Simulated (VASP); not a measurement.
# TiO2 (P1) in VASP: single point with PBE0

Aim: the single point of TiO2 with PBE0.

All numbers are computed with VASP 6.6.1; they aren't measurements. Logs are shortened: lines on timing, memory, paths and dates and some standing lists are left out, and cuts for length are marked.

**1. The cell of the first run**

The typed cell holds 72 atoms: a = 9.183 Å, b = 9.183 Å, c = 8.817 Å, α = 90.00°, β = 90.00°, γ = 90.00°.

**2. Single point, PBE0**

POSCAR

```
TiO2
1.0
    9.1828280000      0.0000000000      0.0000000000
    0.0000000000      9.1828280000      0.0000000000
    0.0000000000      0.0000000000      8.8166120000
Ti O
24 48
Direct
    0.9923490000      0.0212340000      0.9689480000
    0.0256410000      0.0137900000      0.3112410000
    0.0171290000      0.0105620000      0.6663270000
    0.9938480000      0.4985970000      0.9890950000
    0.0250600000      0.4872990000      0.3424830000
    0.9722880000      0.5071000000      0.6790170000
    0.5131010000      0.9810730000      0.0233110000
    0.5201790000      0.9982480000      0.3574600000
    0.4723180000      0.9965470000      0.6763600000
    0.5060090000      0.5129000000      0.9987200000
    0.4762150000      0.4850540000      0.3032800000
    0.5008190000      0.4766390000      0.6449270000
    0.2605490000      0.2278990000      0.1416330000
    0.2598410000      0.2574430000      0.5148370000
    0.2396560000      0.2350700000      0.8364550000
    0.2203120000      0.7695440000      0.1472830000
    0.2711290000      0.7181610000      0.4999680000
    0.2581460000      0.7644940000      0.8358200000
    0.7316510000      0.2417500000      0.1883730000
    0.7366460000      0.2804750000      0.5121340000
    0.7533450000      0.2083550000      0.8128330000
    0.7488830000      0.7368820000      0.1618440000
    0.7173260000      0.7435630000      0.4804670000
    0.7546230000      0.7882930000      0.8412620000
    0.1740440000      0.1534030000      0.0101090000
    0.1393450000      0.1478640000      0.3356360000
    0.1500500000      0.1314760000      0.6767190000
    0.1462160000      0.6779400000      0.0115880000
    0.1565190000      0.6264280000      0.3393650000
    0.1488890000      0.6592110000      0.6331820000
    0.6368280000      0.1259410000      0.9805400000
    0.6424200000      0.1511230000      0.3443050000
    0.6056630000      0.1596390000      0.6904550000
    0.6639780000      0.6636540000      0.9803680000
    0.6645050000      0.6435530000      0.3456350000
    0.6599530000      0.6552120000      0.7044060000
    0.3627830000      0.3422280000      0.0055850000
    0.3420750000      0.3274600000      0.3241880000
    0.3378270000      0.3523770000      0.6372030000
    0.3268520000      0.8418870000      0.0121630000
    0.3398610000      0.8268880000      0.3420430000
    0.3197500000      0.8303630000      0.6576470000
    0.8512790000      0.3409130000      0.9985190000
    0.8493360000      0.3268830000      0.3332500000
    0.8642610000      0.3094380000      0.6495600000
    0.8474250000      0.8335110000      0.0043360000
    0.8588950000      0.8870990000      0.3315040000
    0.8680650000      0.8485300000      0.6910200000
    0.1027720000      0.4220930000      0.1794330000
    0.0973900000      0.4043750000      0.5272310000
    0.1099270000      0.3625080000      0.8209860000
    0.0866760000      0.8886160000      0.1764590000
    0.0902860000      0.9050200000      0.5094550000
    0.0981350000      0.9337710000      0.8132720000
    0.6161990000      0.3888730000      0.1843220000
    0.5929300000      0.4187110000      0.5227320000
    0.6033790000      0.3918510000      0.8235490000
    0.6089780000      0.8937330000      0.1662500000
    0.6100860000      0.8816600000      0.5293310000
    0.6097240000      0.9132750000      0.8473090000
    0.4007320000      0.0852260000      0.1798940000
    0.3750040000      0.0869640000      0.5300050000
    0.4006970000      0.0852240000      0.8139430000
    0.3874550000      0.5881230000      0.1360430000
    0.4266850000      0.6120090000      0.4916580000
    0.4056620000      0.6281820000      0.8550100000
    0.8902500000      0.0928090000      0.1728370000
    0.8769610000      0.0853190000      0.4891800000
    0.8874150000      0.1006440000      0.8046680000
    0.8823680000      0.6041270000      0.1581800000
    0.9320810000      0.5771960000      0.4998160000
    0.8782440000      0.5793560000      0.8390510000
```

INCAR.step1

```
  PREC = Accurate
  ENCUT = 520
  EDIFF = 1E-5
  ISMEAR = -1
  SIGMA = 0.05
  LREAL = Auto
  LASPH = True
  NELM = 120
  ALGO = Normal
  ISIF = 2
  LWAVE = True
  NBANDS = 330
  GGA = PE
  ISYM = -1
  GGA_COMPAT = False
  KPAR = 1
```

INCAR.step2

```
  PREC = Accurate
  ENCUT = 520
  EDIFF = 1E-6
  ISMEAR = -1
  SIGMA = 0.05
  LREAL = Auto
  LASPH = True
  NELM = 120
  ALGO = Normal
  ISIF = 2
  LWAVE = False
  LCHARG = True
  GGA = PE
  LHFCALC = True
  AEXX = 0.25
  PRECFOCK = Fast
  LELF = True
  LVHAR = True
  NBANDS = 330
  ISTART = 1
  ISYM = -1
  GGA_COMPAT = False
  KPAR = 1
```

KPOINTS

```
explicit points
1
Reciprocal
  0.25000000   0.25000000   0.25000000 1
```

Potentials or basis: VASP PAW PBE potentials, release 64 (Ti_sv, O).

Started as:

```console
> cat potpaw_PBE.64/Ti_sv/POTCAR potpaw_PBE.64/O/POTCAR > POTCAR
> cp INCAR.step1 INCAR
> mpirun -np 4 vasp_std > vasp.out
> cp INCAR.step2 INCAR
> mpirun -np 4 vasp_std > vasp.out
```

OUTCAR:

```text
PREC = Accurate
   ENCUT = 520
   EDIFF = 1E-6
   ISMEAR = -1
   LREAL = Auto
   LASPH = True
   NELM = 120
   ISIF = 2
   GGA = PE
   LHFCALC = True
   AEXX = 0.25
   PRECFOCK = Fast
   ISTART = 1
   ISYM = -1

 ion  position               nearest neighbor table
   1  0.992  0.021  0.969-  54 1.86  69 1.89  25 2.09  67 2.13  46 2.20  52 2.36   3 2.68
   2  0.026  0.014  0.311-  26 1.63  52 1.75  67 1.89  47 1.93  53 2.10  68 2.18
   3  0.017  0.011  0.666-  54 1.65  27 1.65  53 1.82  69 1.89  48 2.03  68 2.14   1 2.68
   4  0.994  0.499  0.989-  72 1.85  43 1.95  70 2.05  49 2.08  28 2.17  51 2.21   6 2.74
   5  0.025  0.487  0.342-  49 1.71  29 1.76  71 1.83  50 1.92  44 2.19  70 2.35
   6  0.972  0.507  0.679-  71 1.75  72 1.78  50 2.00  45 2.08  30 2.18  51 2.22   4 2.74
   7  0.513  0.981  0.023-  58 1.73  31 1.79  60 1.89  61 1.97  40 2.14  63 2.32
   8  0.520  0.998  0.357-  32 1.80  59 2.03  61 2.07  58 2.10  62 2.18  41 2.29   9 2.85
   9  0.472  0.997  0.676-  63 1.60  62 1.78  33 1.94  42 2.08  59 2.10  60 2.11   8 2.85
  10  0.506  0.513  0.999-  64 1.77  66 1.89  34 2.01  37 2.05  57 2.10  55 2.24  11 2.71
  11  0.476  0.485  0.303-  55 1.88  38 1.91  64 1.93  65 2.08  35 2.29  56 2.29  10 2.71
  12  0.501  0.477  0.645-  56 1.47  39 1.88  65 1.96  57 1.99  36 2.26
  13  0.261  0.228  0.142-  25 1.56  37 1.85  61 1.87  38 2.00  26 2.17  49 2.32  15 2.70
  14  0.260  0.257  0.515-  39 1.56  62 1.89  38 1.95  50 2.01  27 2.10  26 2.18  15 2.85
  15  0.240  0.235  0.836-  51 1.68  25 1.81  27 1.89  63 2.03  37 2.11  39 2.25  13 2.70  14 2.85

  16  0.220  0.770  0.147-  28 1.61  52 1.66  40 1.68  41 2.10  29 2.22  64 2.27  18 2.77
  17  0.271  0.718  0.500-  30 1.71  65 1.73  42 1.79  41 1.83  29 1.96  53 2.39
  18  0.258  0.764  0.836-  42 1.78  40 1.82  66 1.85  28 2.02  54 2.15  30 2.27  16 2.77
  19  0.732  0.242  0.188-  55 1.72  32 1.80  44 1.85  67 2.00  43 2.20  31 2.29  20 2.88
  20  0.737  0.280  0.512-  45 1.71  56 1.83  44 1.93  32 2.09  68 2.22  33 2.27  21 2.74  19 2.88

  21  0.753  0.208  0.813-  69 1.58  33 1.79  31 1.98  45 1.99  57 2.18  43 2.23  20 2.74
  22  0.749  0.737  0.162-  70 1.73  46 1.88  34 1.90  58 1.93  35 1.99  47 2.27  23 2.82  24 2.87

  23  0.717  0.744  0.480-  35 1.58  59 1.66  36 2.20  47 2.27  22 2.82
  24  0.755  0.788  0.841-  46 1.72  60 1.76  48 1.77  34 1.87  36 1.92  72 2.23  22 2.87
  25  0.174  0.153  0.010-  13 1.56  15 1.81   1 2.09
  26  0.139  0.148  0.336-   2 1.63  13 2.17  14 2.18
  27  0.150  0.131  0.677-   3 1.65  15 1.89  14 2.10
  28  0.146  0.678  0.012-  16 1.61  18 2.02   4 2.17
  29  0.157  0.626  0.339-   5 1.76  17 1.96  16 2.22
  30  0.149  0.659  0.633-  17 1.71   6 2.18  18 2.27
[... 33 lines left out ...]
  64  0.387  0.588  0.136-  10 1.77  11 1.93  16 2.27
  65  0.427  0.612  0.492-  17 1.73  12 1.96  11 2.08
  66  0.406  0.628  0.855-  18 1.85  10 1.89
  67  0.890  0.093  0.173-   2 1.89  19 2.00   1 2.13
  68  0.877  0.085  0.489-   3 2.14   2 2.18  20 2.22
  69  0.887  0.101  0.805-  21 1.58   1 1.89   3 1.89
  70  0.882  0.604  0.158-  22 1.73   4 2.05   5 2.35
  71  0.932  0.577  0.500-   6 1.75   5 1.83
  72  0.878  0.579  0.839-   6 1.78   4 1.85  24 2.23

IMPORTANT INFORMATION: All symmetrisations will be switched off!
NOSYMM: (Re-)initialisation of all symmetry stuff for point group C_1.

----------------------------------------------------------------------------------------

                                     Primitive cell

  volume of cell :     743.4549

  direct lattice vectors                    reciprocal lattice vectors
     9.182828000  0.000000000  0.000000000     0.108898914  0.000000000  0.000000000
     0.000000000  9.182828000  0.000000000     0.000000000  0.108898914  0.000000000
     0.000000000  0.000000000  8.816612000     0.000000000  0.000000000  0.113422253

  length of vectors
     9.182828000  9.182828000  8.816612000     0.108898914  0.108898914  0.113422253

  position of ions in fractional coordinates (direct lattice)
     0.992349000  0.021234000  0.968948000
     0.025641000  0.013790000  0.311241000
     0.017129000  0.010562000  0.666327000
     0.993848000  0.498597000  0.989095000
     0.025060000  0.487299000  0.342483000
[... 159 lines left out ...]
   ions per type =              24  48
   NGX,Y,Z   is equivalent  to a cutoff of  12.67, 12.67, 13.20 a.u.
   NGXF,Y,Z  is equivalent  to a cutoff of  25.35, 25.35, 26.40 a.u.
 SYSTEM =  unknown system
   PREC   = accura    normal or accurate (medium, high low for compatibility)
   ISTART =      1    job   : 0-new  1-cont  2-samecut
   ICHARG =      0    charge: 1-file 2-atom 10-const
   ISPIN  =      1    spin polarized calculation?
   LNONCOLLINEAR =      F non collinear calculations
   LSORBIT =      F    spin-orbit coupling
   LASPH  =      T    aspherical Exc in radial PAW
   ENCUT  =  520.0 eV  38.22 Ry    6.18 a.u.  17.07 17.07 16.39*2*pi/ulx,y,z
   NELM   =    120;   NELMIN=  2; NELMDL=  0     # of ELM steps
   EDIFF  = 0.1E-05   stopping-criterion for ELM
   LREAL  =      T    real-space projection
   EDIFFG = 0.1E-04   stopping-criterion for IOM
   NSW    =      0    number of steps for IOM
   IBRION =     -1    ionic relax: 0-MD 1-quasi-New 2-CG
   NFREE  =      0    steps in history (QN), initial steepest desc. (CG)
   ISIF   =      2    stress and relaxation
   ISYM   =     -1    0-nonsym 1-usesym 2-fastsym
   POTIM  = 0.5000    time-step for ionic-motion
   TEBEG  =    0.0;   TEEND  =   0.0 temperature during run
   PSTRESS=    0.0 pullay stress
   NELECT =     576.0000    total number of electrons
   NUPDOWN=      -1.0000    fix difference up-down
   EMIN   =  10.00;   EMAX   =-10.00  energy-range for DOS
   EFERMI =   0.00;   METHOD = LEGACY
   ISMEAR =    -1;   SIGMA  =   0.05  broadening in eV -4-tet -1-fermi 0-gaus
   EFERMI_NEDOS =   21; number of points for ismear=-14 and -15
   IALGO  =     38    algorithm
   IMIX   =      1    mixing-type and parameters
     AMIX     =   0.40;   BMIX     =  1.00
     AMIX_MAG =   1.60;   BMIX_MAG =  1.00
  volume/ion in A,a.u.               =      10.33        69.68
  Fermi-wavevector in a.u.,A,eV,Ry     =   1.503595  2.841382 30.760010  2.260797
  Thomas-Fermi vector in A             =   2.614684
   LORBIT       =      0    0 simple, 1 ext, 2 COOP (PROOUT), +10 PAW based schemes
   GGA     = PE    functional components
   LHFCALC =     T    Hartree Fock is set to
   PRECFOCK=fast      Normal, Fast or Accurate (Low or Medium for compatibility)
   ENCUT4O =  -1.0   cutoff for four orbital integrals eV
   NKREDX  =     1    reduce k-point grid by
   NKREDY  =     1    reduce k-point grid by
   NKREDZ  =     1    reduce k-point grid by
   AEXX    =    0.2500 exact exchange contribution
   HFSCREEN=    0.0000 screening length (either q_TF or 0.3 A-1)
   HFSCREENC=   0.0000 screening length for correlation (either q_TF or 0.3 A-1)
   ENCUTFOCK=  -1.0 apply spherical cutoff to Coloumb kernel
   IVDW    =     0    specifies the selected vdW correction
   LEPSILON=     F    determine dielectric tensor
   LRPA    =     F    only Hartree local field effects (RPA)
 non-spin polarized calculation
  energy-cutoff  :      520.00
  volume of cell :      743.45
 maximum number of plane-waves:     20027
 NGX is ok and might be reduce to    70
  NGX = 36; NGY = 36; NGZ = 36

 number of electron     575.9999997 magnetization

 Free energy of the ion-electron system (eV)
  ---------------------------------------------------
  ext. energy  EPLUGINS =         0.00000000
  ---------------------------------------------------
  free energy    TOTEN  =      -808.36687049 eV

  energy without entropy =     -808.36686924  energy(sigma->0) =     -808.36686987

 E-fermi :   6.2234     XC(G=0):  -8.9631

 val. band max:        5.4848792432   @ k =   0.2500   0.2500   0.2500
 cond. band min:       6.9778813120   @ k =   0.2500   0.2500   0.2500
 fundamental gap:      1.4930020688
 Fermi energy:         6.2233534287

 k-point     1 :       0.2500    0.2500    0.2500
  band No.  band energies     occupation
      1     -58.9901      2.00000
      2     -58.9347      2.00000
      3     -58.9320      2.00000
      4     -58.1061      2.00000
      5     -58.0489      2.00000
      6     -57.7530      2.00000
[... 292 lines left out ...]
    299       7.9358      0.00000
    300       8.0676      0.00000
 [bands above 300 left out]

------------------------ aborting loop because EDIFF is reached ----------------------------------------

  FORCE on cell =-STRESS in cart. coord.  units (eV):
  Direction    XX          YY          ZZ          XY          YZ          ZX
  --------------------------------------------------------------------------------------
  -------------------------------------------------------------------------------------
  Total       90.0103027     97.2086900    123.9950527    -16.4640137     32.2230270      1.3029452
  in kB      193.9760789    209.4889136    267.2146789    -35.4806586     69.4420110      2.8079031
  external PRESSURE =     223.5598905 kB  Pullay stress =       0.0000000 kB

 VOLUME and BASIS-vectors are now :
 -----------------------------------------------------------------------------
  energy-cutoff  :      520.00
  volume of cell :      743.45
      direct lattice vectors                 reciprocal lattice vectors
     9.182828000  0.000000000  0.000000000     0.108898914  0.000000000  0.000000000
     0.000000000  9.182828000  0.000000000     0.000000000  0.108898914  0.000000000
     0.000000000  0.000000000  8.816612000     0.000000000  0.000000000  0.113422253

 POSITION                                       TOTAL-FORCE (eV/Angst)
 -----------------------------------------------------------------------------------
      9.11257      0.19499      8.54284        -2.520801     -2.342451      4.137789
      0.23546      0.12663      2.74409        -6.904777     -3.656534      6.286394
      0.15729      0.09699      5.87475        -7.793104     -4.983545    -14.257629
      9.12634      4.57853      8.72047        -2.558555     -1.723060      4.078343
      0.23012      4.47478      3.01954        -0.700678     -0.406662      1.609912
      8.92835      4.65661      5.98663         2.818784      0.066284     -5.158729
[... 64 lines left out ...]
      8.55914      5.30029      4.40668        -5.337708      2.580434      1.621276
      8.06476      5.32013      7.39759         2.532417     -0.247942      1.309226
 -----------------------------------------------------------------------------------
    total drift:                                0.002066      0.014050     -0.052448

  FREE ENERGIE OF THE ION-ELECTRON SYSTEM (eV)
  ---------------------------------------------------
  free  energy   TOTEN  =      -808.3668704876 eV

  energy  without entropy=     -808.3668692440  energy(sigma->0) =     -808.36686987
```

It took 30 min on 4 MPI ranks of AMD EPYC 7R13 (Zen 3), shared host; peak memory 0.6 GiB.

Results:

| Quantity | Value |
| --- | --- |
| Free energy | -808.3669 eV |
| Pressure | 22.4 GPa |
| Largest force | 20.231 eV/Å |
| Band gap on the k mesh | 1.49 eV |

Forces in eV/Å, atoms in the order of the input:
```
Ti   -2.521  -2.342   4.138
Ti   -6.905  -3.657   6.286
Ti   -7.793  -4.984 -14.258
Ti   -2.559  -1.723   4.078
Ti   -0.701  -0.407   1.610
Ti    2.819   0.066  -5.159
Ti   -0.591   1.180  -2.450
Ti   -2.326  -2.114  -1.036
Ti    3.313  -3.622  -1.449
Ti    2.287   0.145  -6.432
Ti   -2.012   1.074   1.092
Ti   -6.044   9.344  16.895
Ti    5.324   5.982  10.804
Ti   -7.452  -4.727  -7.885
Ti    3.171   1.007  -2.163
Ti    3.767  -2.590  10.899
Ti   -4.059   2.470  -3.727
Ti   -0.548  -2.496  -1.871
Ti    6.231  -2.471  -3.305
Ti    4.604  -5.826  -2.924
Ti   -9.545   8.228   3.854
Ti    2.300   0.892  -0.064
Ti    9.503   2.447   9.398
Ti   -0.151  -3.124  -6.579
O    -7.800  -6.642  -6.819
O     5.048   5.618  -0.355
O     6.118   7.375  -0.060
O    -4.885  -5.952  -6.913
O     1.133   1.695  -0.726
O    -2.997  -3.216   6.050
O     1.348   2.328   2.306
O    -1.844  -0.770   1.540
O     2.691   0.408  -3.361
O    -3.303  -2.967   4.082
O    -3.908  -4.999  -6.936
O    -1.017  -0.885  -4.515
O    -0.851  -1.064  -0.801
O     2.598   2.796   1.381
O     3.978   3.897   7.369
O     4.795   4.762  -3.276
O     2.205   2.816  -1.917
O     3.875   3.865   2.681
O     0.955  -0.003  -0.185
O    -1.378   0.966   0.774
O    -0.192   2.386   1.938
O     4.558   4.326   2.449
O    -4.425  -5.692  -0.070
O    -0.408  -0.307  -0.330
O     1.105  -2.963  -5.299
O     1.592  -2.644  -1.307
O    -2.762   4.117   1.241
O    -1.866   2.508  -3.387
O     0.413   1.020  -1.008
O     3.249  -4.241   9.384
O    -4.598   4.785  -0.313
O     8.374  -5.804 -13.705
O    -1.750   1.625   0.247
O    -1.529   0.796   2.780
O    -5.095   5.492  -1.259
O    -3.497   0.745  -0.732
O     0.880  -0.687   0.346
O     1.886  -0.558  -3.701
O    -4.098   2.110   6.082
O     1.547  -0.935   4.181
O     2.804  -4.111  -0.901
O    -0.413  -1.663  -0.346
O     0.702   0.811  -4.024
O    -0.050   2.028   1.777
O     6.582  -5.427   3.149
O     2.920  -2.831  -0.200
O    -5.338   2.580   1.621
O     2.532  -0.248   1.309
```

Stress tensor (GPa, compression positive):
```
19.40 -3.55  0.28
-3.55 20.95  6.94
 0.28  6.94 26.72
```

Caveat: atoms lie so close that the PAW spheres overlap strongly, which falsifies energies and pressures; the stress differs along the axes, from 19 to 27 GPa; the PAW data sets were made with another functional, which shifts forces and pressure a little; a shifted mesh leaves out Γ, where band edges can lie. A k mesh can miss the band edges.
